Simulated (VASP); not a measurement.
The system is InAs.

```
In As
1.0
     0.00000    3.05394    3.05394
     3.05394    0.00000    3.05394
     3.05394    3.05394    0.00000
In As
1 1
Direct
  0.00000 0.00000 0.00000
  0.75000 0.75000 0.75000
```

Base run:

```yaml
Program: VASP 6.6.1
Functional: PBE
Dispersion: D3(BJ)
Potentials_or_basis: VASP PAW PBE potentials, release 64 (In_d, As)
Cutoff: 520 eV
k_mesh: 10 × 10 × 10
Occupations: fermi-dirac, width 0.08 eV
Spin: no spin polarisation
```

Its results: band gap on the k mesh zero (filled and empty bands touch); pressure 0.1 GPa.

Task: The run is repeated on the same cell with these changes: dispersion from D3(BJ) to none; further incar settings from ALGO = Normal; EDIFF = 1e-06; NBANDS = 16 to ALGO = Normal; EDIFF = 1e-08; NBANDS = 16. What comes out?

Result: Band gap on the k mesh zero (filled and empty bands touch); pressure 2.1 GPa.

Caveats: semilocal functionals underestimate gaps, so a narrow gap can read as zero; spin-orbit coupling is left out, which moves the levels of the heavy elements; three body term missing (at least some runs).
